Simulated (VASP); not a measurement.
Input of a VASP 6.6.1 run:

The input INCAR:

```
SYSTEM = ZrO2
ALGO     = Normal         ! electronic algorithm
DIPOL    = 0.5 0.5 0.450
EDIFF    = 1E-6           ! SCF threshold, eV
ENCUT    = 520            ! plane-wave cutoff, eV
GGA      = PE             ! functional
GGA_COMPAT= .False.      
IDIPOL   = 3            
ISIF     = 2              ! what is computed and relaxed
ISMEAR   = 0              ! smearing method
LASPH    = .True.         ! aspherical terms in the spheres
LCHARG   = .True.         ! write CHGCAR
LDIPOL   = .True.       
LELF     = .True.         ! ELF
LREAL    = .False.        ! projectors in reciprocal space
LVACPOTAV= .True.       
LVHAR    = .True.       
LWAVE    = .False.        ! write WAVECAR
NBANDS   = 114            ! bands
NELM     = 120            ! most SCF steps
NELMDL   = -8           
PREC     = Accurate       ! precision mode
SIGMA    = 0.05           ! smearing width, eV
```

File KPOINTS:

```
k-points
0
Gamma
  2 3 1
  0 0 0
```

Contents of POSCAR:

```
ZrO2
1.0
    7.2348286548      0.0000000000      0.0000000000
    0.0000000000      5.1157964025      0.0000000000
    0.0000000000      0.0000000000     23.8214214911
Zr O
8 16
Direct
    0.2500000000      0.5000000000      0.3358321838
    0.7500000000      0.5000000000      0.3358321838
    0.5000000000      0.0000000000      0.4117599434
    0.0000000000      0.0000000000      0.4117599434
    0.7500148846      0.5007114838      0.4968032880
    0.2500094519      0.5005283188      0.4986022328
   -0.0016048201      0.0007746050      0.5574054144
    0.5016318294      0.0007983429      0.5574035731
    0.5000000000      0.7500000000      0.3358321838
    0.0000000000      0.7500000000      0.3358321838
    0.5000000000      0.2500000000      0.3358321838
    0.0000000000      0.2500000000      0.3358321838
    0.7500000000      0.2500000000      0.4117599434
    0.2500000000      0.2500000000      0.4117599434
    0.7500000000      0.7500000000      0.4117599434
    0.2500000000      0.7500000000      0.4117599434
    0.0013728871      0.7496455515      0.4887800110
    0.4986415976      0.7496323140      0.4887797086
    0.0015692299      0.2515679711      0.4887591574
    0.4984387249      0.2515753452      0.4887560987
    0.2500065685      0.2416372918      0.5661845386
    0.7500035564      0.2421615998      0.5635614666
    0.2499943148      0.7598176907      0.5661091568
    0.7500191915      0.7592573208      0.5637002050
```

Potentials or basis: VASP PAW PBE potentials, release 64 (Zr_sv, O).

Launch:

```sh
$ cat potpaw_PBE.64/Zr_sv/POTCAR potpaw_PBE.64/O/POTCAR > POTCAR
$ mpirun -np 1 vasp_std > vasp.out
```

**Question.** Estimate the band gap on the k mesh.

**Answer.** 1.28 eV.

**Question.** Predict the largest force.

**Answer.** 4.460 eV/Å.

Forces in eV/Å, atoms in the order of the input:
```
Zr   0.000 -0.006  4.460
Zr   0.000 -0.006  4.324
Zr  -0.189  0.015 -3.371
Zr   0.189  0.015 -3.371
Zr   0.000  0.004 -1.623
Zr   0.000  0.000 -1.324
Zr   0.339 -0.006 -1.810
Zr  -0.339 -0.007 -1.810
O    0.035 -0.921 -0.842
O   -0.035 -0.921 -0.842
O    0.035  0.926 -0.848
O   -0.035  0.926 -0.848
O    0.000  0.385  0.325
O    0.000  0.351  0.187
O    0.000 -0.390  0.323
O    0.000 -0.356  0.199
O   -0.050  0.106  0.862
O    0.050  0.107  0.863
O   -0.051 -0.106  0.859
O    0.052 -0.107  0.860
O    0.001 -0.226  0.633
O   -0.001 -0.337  1.093
O    0.001  0.225  0.629
O   -0.001  0.332  1.071
```

Caveat: the k points lie up to 0.43 Å⁻¹ apart.
